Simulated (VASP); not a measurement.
# TiO2 (Fm-3m) in VASP: a series of runs

The runs below take TiO2 through single point, with r2SCAN.

All numbers are computed with VASP 6.6.1; they aren't measurements. Logs are shortened: lines on timing, memory, paths and dates and some standing lists are left out, and cuts for length are marked.

### 1 The cell of the first run

The structure is cubic, space group Fm-3m (No. 225). The conventional cell has a = 4.794 Å, b = 4.794 Å, c = 4.794 Å, α = 90.00°, β = 90.00°, γ = 90.00°. Ti (site symmetry m-3m) has 8 O at 2.08 Å within 2.7 Å. O (site symmetry -43m) has 4 Ti at 2.08 Å and 6 O at 2.40 Å within 2.7 Å.

### 2 Single point, r2SCAN

Input file POSCAR:

```
TiO2
1.0
    0.0000000000      2.3968272579      2.3968272579
    2.3968272579      0.0000000000      2.3968272579
    2.3968272579      2.3968272579      0.0000000000
Ti O
1 2
Direct
    0.0000000000      0.0000000000      0.0000000000
    0.2500000000      0.2500000000      0.2500000000
    0.7500000000      0.7500000000      0.7500000000
```

Input file INCAR.step1:

```
ALGO = Normal
EDIFF = 1E-5
ENCUT = 660
GGA = PE
GGA_COMPAT = F
ISMEAR = -1
LASPH = T
LCHARG = F
LREAL = F
LWAVE = T
NBANDS = 19
NELM = 120
PREC = Accurate
SIGMA = 0.001
```

Input file INCAR.step2:

```
ALGO = Normal
EDIFF = 1E-6
ENCUT = 660
GGA_COMPAT = F
ISIF = 2
ISMEAR = -1
ISTART = 1
LASPH = T
LCHARG = T
LELF = T
LMIXTAU = T
LREAL = F
LVHAR = T
LWAVE = F
METAGGA = R2SCAN
NBANDS = 19
NELM = 120
PREC = Accurate
SIGMA = 0.001
```

Input file KPOINTS:

```
k-points
0
Gamma
  6 6 6
```

Potentials or basis: VASP PAW PBE potentials, release 64 (Ti_sv, O).

Launch:

```sh
> cat potpaw_PBE.64/Ti_sv/POTCAR potpaw_PBE.64/O/POTCAR > POTCAR
> cp INCAR.step1 INCAR
> mpirun -np 1 vasp_std > vasp.out
> cp INCAR.step2 INCAR
> mpirun -np 1 vasp_std > vasp.out
```

OUTCAR:

```text
EDIFF = 1E-6
   ENCUT = 660
   ISIF = 2
   ISMEAR = -1
   ISTART = 1
   LASPH = T
   LREAL = F
   METAGGA = R2SCAN
   NELM = 120
   PREC = Accurate

 ion  position               nearest neighbor table
   1  0.000  0.000  0.000-   3 2.08   3 2.08   3 2.08   2 2.08   3 2.08   2 2.08   2 2.08   2 2.08

   2  0.250  0.250  0.250-   1 2.08   1 2.08   1 2.08   1 2.08
   3  0.750  0.750  0.750-   1 2.08   1 2.08   1 2.08   1 2.08

  LATTYP: Found a face centered cubic cell.
 ALAT       =     4.7936545158

  Lattice vectors:

 A1 = (   0.0000000000,   2.3968272579,   2.3968272579)
 A2 = (   2.3968272579,   0.0000000000,   2.3968272579)
 A3 = (   2.3968272579,   2.3968272579,   0.0000000000)

Analysis of symmetry for initial positions (statically):
[... 33 lines left out ...]
                                     Primitive cell

  volume of cell :      27.5385

  direct lattice vectors                    reciprocal lattice vectors
     0.000000000  2.396827258  2.396827258    -0.208609110  0.208609110  0.208609110
     2.396827258  0.000000000  2.396827258     0.208609110 -0.208609110  0.208609110
     2.396827258  2.396827258  0.000000000     0.208609110  0.208609110 -0.208609110

  length of vectors
     3.389625615  3.389625615  3.389625615     0.361321577  0.361321577  0.361321577

  position of ions in fractional coordinates (direct lattice)
     0.000000000  0.000000000  0.000000000
     0.250000000  0.250000000  0.250000000
     0.750000000  0.750000000  0.750000000

  ion indices of the primitive-cell ions
   primitive index   ion index
                 1           1
                 2           2
                 3           3

----------------------------------------------------------------------------------------

 KPOINTS: k-points

Automatic generation of k-mesh.
 Grid dimensions read from file:
 generate k-points for:    6    6    6

 Generating k-lattice:

  Cartesian coordinates                     Fractional coordinates (reciprocal lattice)
    -0.034768185  0.034768185  0.034768185     0.166666667  0.000000000  0.000000000
     0.034768185 -0.034768185  0.034768185     0.000000000  0.166666667  0.000000000
     0.034768185  0.034768185 -0.034768185     0.000000000  0.000000000  0.166666667

  Length of vectors
     0.060220263  0.060220263  0.060220263

  Shift w.r.t. Gamma in fractional coordinates (k-lattice)
     0.000000000  0.000000000  0.000000000

 Subroutine IBZKPT returns following result:
 ===========================================

 Found     16 irreducible k-points:

 Following reciprocal coordinates:
            Coordinates               Weight
  0.000000  0.000000  0.000000      1.000000
  0.166667  0.000000  0.000000      8.000000
  0.333333  0.000000  0.000000      8.000000
  0.500000  0.000000  0.000000      4.000000
  0.166667  0.166667  0.000000      6.000000
  0.333333  0.166667  0.000000     24.000000
[... 8 lines left out ...]
 -0.333333  0.333333  0.166667     24.000000
 -0.333333  0.500000  0.166667     12.000000
   k-points           NKPTS =     16   k-points in BZ     NKDIM =     16   number of bands    NBANDS=     19
   number of dos      NEDOS =    301   number of ions     NIONS =      3
   total plane-waves  NPLWV =  21952
   dimension x,y,z NGX =    28 NGY =   28 NGZ =   28
   dimension x,y,z NGXF=    56 NGYF=   56 NGZF=   56
   ions per type =               1   2
   NGX,Y,Z   is equivalent  to a cutoff of  13.73, 13.73, 13.73 a.u.
   NGXF,Y,Z  is equivalent  to a cutoff of  27.47, 27.47, 27.47 a.u.
 SYSTEM =  unknown system
   PREC   = accura    normal or accurate (medium, high low for compatibility)
   ISTART =      1    job   : 0-new  1-cont  2-samecut
   ICHARG =      0    charge: 1-file 2-atom 10-const
   ISPIN  =      1    spin polarized calculation?
   LNONCOLLINEAR =      F non collinear calculations
   LSORBIT =      F    spin-orbit coupling
   LASPH  =      T    aspherical Exc in radial PAW
   ENCUT  =  660.0 eV  48.51 Ry    6.96 a.u.   7.10  7.10  7.10*2*pi/ulx,y,z
   NELM   =    120;   NELMIN=  2; NELMDL=  0     # of ELM steps
   EDIFF  = 0.1E-05   stopping-criterion for ELM
   LREAL  =      F    real-space projection
   EDIFFG = 0.1E-04   stopping-criterion for IOM
   NSW    =      0    number of steps for IOM
   IBRION =     -1    ionic relax: 0-MD 1-quasi-New 2-CG
   NFREE  =      0    steps in history (QN), initial steepest desc. (CG)
   ISIF   =      2    stress and relaxation
   ISYM   =      2    0-nonsym 1-usesym 2-fastsym
   POTIM  = 0.5000    time-step for ionic-motion
   TEBEG  =    0.0;   TEEND  =   0.0 temperature during run
   PSTRESS=    0.0 pullay stress
   NELECT =      24.0000    total number of electrons
   NUPDOWN=      -1.0000    fix difference up-down
   EMIN   =  10.00;   EMAX   =-10.00  energy-range for DOS
   EFERMI =   0.00;   METHOD = LEGACY
   ISMEAR =    -1;   SIGMA  =   0.00  broadening in eV -4-tet -1-fermi 0-gaus
   EFERMI_NEDOS =   21; number of points for ismear=-14 and -15
   IALGO  =     38    algorithm
   IMIX   =      4    mixing-type and parameters
     AMIX     =   0.40;   BMIX     =  1.00
     AMIX_MAG =   1.60;   BMIX_MAG =  1.00
  volume/ion in A,a.u.               =       9.18        61.95
  Fermi-wavevector in a.u.,A,eV,Ry     =   1.563742  2.955044 33.270189  2.445290
  Thomas-Fermi vector in A             =   2.666469
   LORBIT       =      0    0 simple, 1 ext, 2 COOP (PROOUT), +10 PAW based schemes
   METAGGA = R2SCAN    functional components
   LHFCALC =     F    Hartree Fock is set to
   AEXX    =    0.0000 exact exchange contribution
   IVDW    =     0    specifies the selected vdW correction
   LEPSILON=     F    determine dielectric tensor
   LRPA    =     F    only Hartree local field effects (RPA)
 non-spin polarized calculation
  energy-cutoff  :      660.00
  volume of cell :       27.54
 maximum number of plane-waves:      1068
   NGX = 15   NGY = 15   NGZ = 15

 number of electron      23.9999996 magnetization

 Free energy of the ion-electron system (eV)
  ---------------------------------------------------
  ext. energy  EPLUGINS =         0.00000000
  ---------------------------------------------------
  free energy    TOTEN  =       -34.11323017 eV

  energy without entropy =      -34.11323017  energy(sigma->0) =      -34.11323017

 E-fermi :   7.2561     XC(G=0): -13.0576

 val. band max:        7.1199643310   @ k =   0.5000   0.5000   0.0000
 cond. band min:       8.6655651635   @ k =   0.0000   0.0000   0.0000
 fundamental gap:      1.5456008325
 Fermi energy:         7.2561152618

 k-point     1 :       0.0000    0.0000    0.0000
  band No.  band energies     occupation
      1     -52.8816      2.00000
      2     -27.9158      2.00000
      3     -27.9158      2.00000
      4     -27.9158      2.00000
      5     -13.6378      2.00000
      6      -9.8223      2.00000
[... 11 lines left out ...]
     18      15.3988      0.00000
     19      22.1475      0.00000

 k-point     2 :       0.1667    0.0000    0.0000
  band No.  band energies     occupation
      1     -52.8757      2.00000
      2     -27.9835      2.00000
      3     -27.9236      2.00000
      4     -27.9236      2.00000
      5     -13.3156      2.00000
      6     -10.1873      2.00000
[... 11 lines left out ...]
     18      16.3304      0.00000
     19      21.9784      0.00000

 k-point     3 :       0.3333    0.0000    0.0000
  band No.  band energies     occupation
      1     -52.8638      2.00000
      2     -28.1149      2.00000
      3     -27.9391      2.00000
      4     -27.9391      2.00000
      5     -12.5817      2.00000
      6     -10.8910      2.00000
[... 11 lines left out ...]
     18      17.7288      0.00000
     19      22.1760      0.00000

 k-point     4 :       0.5000    0.0000    0.0000
  band No.  band energies     occupation
      1     -52.8579      2.00000
      2     -28.1788      2.00000
      3     -27.9468      2.00000
      4     -27.9468      2.00000
      5     -12.0662      2.00000
      6     -11.3403      2.00000
[... 11 lines left out ...]
     18      17.9034      0.00000
     19      22.8641      0.00000

 k-point     5 :       0.1667    0.1667    0.0000
  band No.  band energies     occupation
      1     -52.8737      2.00000
      2     -27.9885      2.00000
      3     -27.9348      2.00000
      4     -27.9348      2.00000
      5     -13.2065      2.00000
      6     -10.2890      2.00000
[... 11 lines left out ...]
     18      16.3818      0.00000
     19      21.7327      0.00000

 k-point     6 :       0.3333    0.1667    0.0000
  band No.  band energies     occupation
      1     -52.8639      2.00000
      2     -28.0836      2.00000
      3     -27.9579      2.00000
      4     -27.9521      2.00000
      5     -12.6081      2.00000
      6     -10.8248      2.00000
[... 11 lines left out ...]
     18      17.6267      0.00000
     19      22.0650      0.00000

 k-point     7 :       0.5000    0.1667    0.0000
  band No.  band energies     occupation
      1     -52.8559      2.00000
      2     -28.1529      2.00000
      3     -27.9889      2.00000
      4     -27.9581      2.00000
      5     -11.9756      2.00000
      6     -11.3393      2.00000
[... 11 lines left out ...]
     18      18.3616      0.00000
     19      22.9508      0.00000

 k-point     8 :      -0.3333    0.1667    0.0000
  band No.  band energies     occupation
      1     -52.8579      2.00000
      2     -28.1308      2.00000
      3     -27.9960      2.00000
      4     -27.9469      2.00000
      5     -12.1619      2.00000
      6     -11.1945      2.00000
[... 80 lines left out ...]
 k-point    12 :      -0.3333    0.3333    0.0000
  band No.  band energies     occupation
      1     -52.8520      2.00000
      2     -28.1014      2.00000
      3     -28.0845      2.00000
      4     -27.9676      2.00000
      5     -11.6804      2.00000
      6     -11.4834      2.00000
[... 11 lines left out ...]
     18      19.0524      0.00000
     19      23.8981      0.00000

 k-point    13 :       0.5000    0.5000    0.0000
  band No.  band energies     occupation
      1     -52.8500      2.00000
      2     -28.1938      2.00000
      3     -27.9918      2.00000
      4     -27.9918      2.00000
      5     -11.6687      2.00000
      6     -11.3887      2.00000
[... 11 lines left out ...]
     18      19.3729      0.00000
     19      22.2195      0.00000

 k-point    14 :       0.5000    0.3333    0.1667
  band No.  band energies     occupation
      1     -52.8560      2.00000
      2     -28.1199      2.00000
      3     -28.0159      2.00000
      4     -27.9646      2.00000
      5     -12.0625      2.00000
      6     -11.2113      2.00000
[... 11 lines left out ...]
     18      18.5442      0.00000
     19      22.7249      0.00000

 k-point    15 :      -0.3333    0.3333    0.1667
  band No.  band energies     occupation
      1     -52.8520      2.00000
      2     -28.1206      2.00000
      3     -28.0572      2.00000
      4     -27.9757      2.00000
      5     -11.6748      2.00000
      6     -11.4896      2.00000
[... 11 lines left out ...]
     18      18.9898      0.00000
     19      23.5631      0.00000

 k-point    16 :      -0.3333    0.5000    0.1667
  band No.  band energies     occupation
      1     -52.8501      2.00000
      2     -28.1438      2.00000
      3     -28.0428      2.00000
      4     -27.9926      2.00000
      5     -11.6062      2.00000
      6     -11.4668      2.00000
[... 11 lines left out ...]
     18      19.3208      0.00000
     19      23.5152      0.00000

------------------------ aborting loop because EDIFF is reached ----------------------------------------

  FORCE on cell =-STRESS in cart. coord.  units (eV):
  Direction    XX          YY          ZZ          XY          YZ          ZX
  --------------------------------------------------------------------------------------
  -------------------------------------------------------------------------------------
  Total        0.2066226      0.2066226      0.2066226      0.0000000     -0.0000000      0.0000000
  in kB       12.0212077     12.0212077     12.0212077      0.0000000     -0.0000000      0.0000000
  external PRESSURE =      12.0212077 kB  Pullay stress =       0.0000000 kB

 VOLUME and BASIS-vectors are now :
 -----------------------------------------------------------------------------
  energy-cutoff  :      660.00
  volume of cell :       27.54
      direct lattice vectors                 reciprocal lattice vectors
     0.000000000  2.396827258  2.396827258    -0.208609110  0.208609110  0.208609110
     2.396827258  0.000000000  2.396827258     0.208609110 -0.208609110  0.208609110
     2.396827258  2.396827258  0.000000000     0.208609110  0.208609110 -0.208609110

 POSITION                                       TOTAL-FORCE (eV/Angst)
 -----------------------------------------------------------------------------------
      0.00000      0.00000      0.00000        -0.000000      0.000000     -0.000000
      1.19841      1.19841      1.19841        -0.000000     -0.000000     -0.000000
      3.59524      3.59524      3.59524         0.000000      0.000000      0.000000
 -----------------------------------------------------------------------------------
    total drift:                                0.000000     -0.000000      0.000000

  FREE ENERGIE OF THE ION-ELECTRON SYSTEM (eV)
  ---------------------------------------------------
  free  energy   TOTEN  =       -34.1132301662 eV

  energy  without entropy=      -34.1132301662  energy(sigma->0) =      -34.11323017
```

Wall time 36 s (1 thread of Intel Xeon Platinum 8488C (Sapphire Rapids), shared host); peak memory 0.16 GiB.

What came out:

* Free energy: -34.1132 eV
* Pressure: 1.2 GPa
* Band gap on the k mesh: 1.55 eV, indirect (least direct gap 2.24 eV)

Caveat: the PAW data sets were made with another functional, which shifts forces and pressure a little. A k mesh can miss the band edges.

### 3 Single point, r2SCAN

POSCAR is that of step 2.

Input file INCAR.step1:

```
SYSTEM = TiO2
ALGO     = Normal         ! electronic algorithm
EDIFF    = 1E-4           ! SCF threshold, eV
ENCUT    = 520            ! plane-wave cutoff, eV
GGA      = PE             ! functional
ISMEAR   = 0              ! smearing method
LASPH    = .TRUE.         ! aspherical terms in the spheres
LCHARG   = .FALSE.        ! write CHGCAR
LREAL    = .FALSE.        ! projectors in reciprocal space
LWAVE    = .TRUE.         ! write WAVECAR
NBANDS   = 19             ! bands
NELM     = 80             ! most SCF steps
PREC     = Accurate       ! precision mode
SIGMA    = 0.01           ! smearing width, eV
```

Input file INCAR.step2:

```
SYSTEM = TiO2
ALGO     = Normal         ! electronic algorithm
EDIFF    = 1E-7           ! SCF threshold, eV
ENCUT    = 520            ! plane-wave cutoff, eV
ISIF     = 2              ! what is computed and relaxed
ISMEAR   = 0              ! smearing method
ISTART   = 1            
LASPH    = .TRUE.         ! aspherical terms in the spheres
LCHARG   = .FALSE.        ! write CHGCAR
LMIXTAU  = .TRUE.       
LREAL    = .FALSE.        ! projectors in reciprocal space
LWAVE    = .FALSE.        ! write WAVECAR
METAGGA  = R2SCAN         ! meta-GGA
NBANDS   = 19             ! bands
NELM     = 80             ! most SCF steps
PREC     = Accurate       ! precision mode
SIGMA    = 0.01           ! smearing width, eV
```

Input file KPOINTS:

```
k-points
0
G
  6 6 6
  0 0 0
```

Potentials or basis: VASP PAW PBE potentials, release 64 (Ti_sv, O).

Launch:

```sh
> cat potpaw_PBE.64/Ti_sv/POTCAR potpaw_PBE.64/O/POTCAR > POTCAR
> cp INCAR.step1 INCAR
> mpirun -np 1 vasp_std > vasp.out
> cp INCAR.step2 INCAR
> mpirun -np 1 vasp_std > vasp.out
```

Wall time 37 s (1 thread of Intel Xeon Platinum 8488C (Sapphire Rapids), shared host); peak memory 0.16 GiB.

The run converged. Its results:

* Free energy: -34.1007 eV
* Pressure: 1.5 GPa
* Band gap on the k mesh: 1.54 eV, indirect (least direct gap 2.24 eV)

Levels at points of the mesh, in eV from the valence-band top:
```tsv
k point	band 9	band 10	band 11	band 12	band 13	band 14	band 15	band 16
(0.00, 0.00, 0.00)	-6.19	-0.91	-0.91	-0.91	1.54	1.54	5.72	5.72
(0.50, 0.00, 0.00)	-3.49	-3.35	-2.62	-2.62	1.86	1.86	3.16	5.32
(0.50, 0.50, 0.00)	-4.77	-2.15	-2.15	0.00	2.24	2.25	3.19	4.48
```

Caveat: the PAW data sets were made with another functional, which shifts forces and pressure a little.
